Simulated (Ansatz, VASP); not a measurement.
**BiTe in VASP and in Ansatz**

```xyz
2
Lattice="4.1811 0.0000 0.0000 -2.0905 3.6209 0.0000 0.0000 0.0000 4.3971" Properties=species:S:1:pos:R:3 pbc="T T T"
Bi    0.0000    2.4139    2.1986
Te    0.0000    0.0000    0.0000
```

Alike in both runs: task relaxation of cell and atoms; functional PBE; k mesh 18 × 18 × 12; occupations gaussian, width 0.1 eV; no spin polarisation.

|  | VASP | Ansatz |
| --- | --- | --- |
| version | VASP 6.6.1 | Ansatz 0.2.0 |
| potentials or method | VASP PAW PBE potentials, release 64 (Bi_d, Te), cutoff 600 eV | scalar-relativistic, plane waves, PAW |
| valence electrons in the cell | 21 | 31 |

|  | VASP | Ansatz | Ansatz less VASP |
| --- | --- | --- | --- |
| gap on the k mesh at the Fermi level, each at its own relaxed structure (eV) | none | none | - |
| relaxed volume (Å³/atom) | 33.07 | 33.07 | +0.005 |
| relaxed length of the cell vector where the two differ most in proportion (Å) | 4.455 | 4.453 | -0.0013 |

A gap of «none» marks a metal or a gap that the smearing closes. VASP's potentials hold 21 valence electrons a cell and Ansatz's 31, so a difference there can come from the potentials and not from the codes.

Spin-orbit coupling is off throughout.
